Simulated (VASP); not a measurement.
Runs of VASP 6.6.1 on C. The structure is that of space group Im-3m (No. 229), or close to it. The cells are those of the table. 

```csv
cell,gap on the mesh (eV),pressure (GPa),largest force (eV/Å)
"a = 4.229 Å, angles 108.7, 108.7, 111.1°, 8 atoms",2.81,-3.6,0.60
"a = 4.187 Å, angles 110.3, 110.3, 107.8°, 8 atoms",2.82,(c),0.63
"a = 4.228 Å, angles 109.9, 109.9, 108.7°, 8 atoms",3.05,(b),0.27
"a = 4.186 Å, angles 109.1, 109.1, 110.3°, 8 atoms",3.05,6.1,0.36
"a = 4.250 Å, angles 110.3, 110.3, 107.9°, 8 atoms",2.79,(a),0.50
```

Alike in all rows: task single point; level r2SCAN; potentials or basis VASP PAW PBE potentials, release 64 (C); no spin polarisation; k mesh 8 × 8 × 8; cutoff (eV) 520; smearing gaussian 0.05 eV.

Task: Estimate the missing entries.

Result: (a) -8.1; (b) -3.9; (c) 6.4.

Caveats: the PAW data sets were made with another functional, which shifts forces and pressure a little; the stress differs along the axes, from -9 to 8 GPa (at least some runs); the stress differs along the axes, from -5 to 12 GPa (at least some runs); the stress differs along the axes, from -9 to -1 GPa (at least some runs); the stress differs along the axes, from 3 to 12 GPa (at least some runs); the stress differs along the axes, from -18 to -3 GPa (at least some runs).

A k mesh can miss the band edges.
